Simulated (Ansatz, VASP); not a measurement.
# Two plane-wave programs on KBr

```
Br K
1.0
     0.00000    3.27785    3.27785
     3.27785    0.00000    3.27785
     3.27785    3.27785    0.00000
Br K
1 1
Direct
  0.50000 0.50000 0.50000
  0.00000 0.00000 0.00000
```

Alike in both runs: task single point; functional r2SCAN; k mesh 7 × 7 × 7; occupations fermi-dirac, width 0.05 eV; no spin polarisation.

```csv
,VASP,Ansatz
version,VASP 6.6.1,Ansatz 0.2.0
potentials or method,"VASP PAW PBE potentials, release 64 (Br, K_sv)",Ansatz PAW
plane-wave cutoff (eV),520,500
valence electrons in the cell,16,16
```

|  | VASP | Ansatz | Ansatz less VASP |
| --- | --- | --- | --- |
| gap on the k mesh at the Fermi level (eV) | 5.14 | 5.14 | -0.002 |
| least direct gap on the mesh (eV) | 5.14 | 5.14 | -0.002 |
| pressure (GPa) | 0.4 | 0.4 | 0.00 |

VASP's potentials were made for PBE, not for r2SCAN.

Noted on Ansatz's run: odd divisions of the mesh miss points on the zone boundary, where band edges often lie, so the gap on the mesh can be too wide.
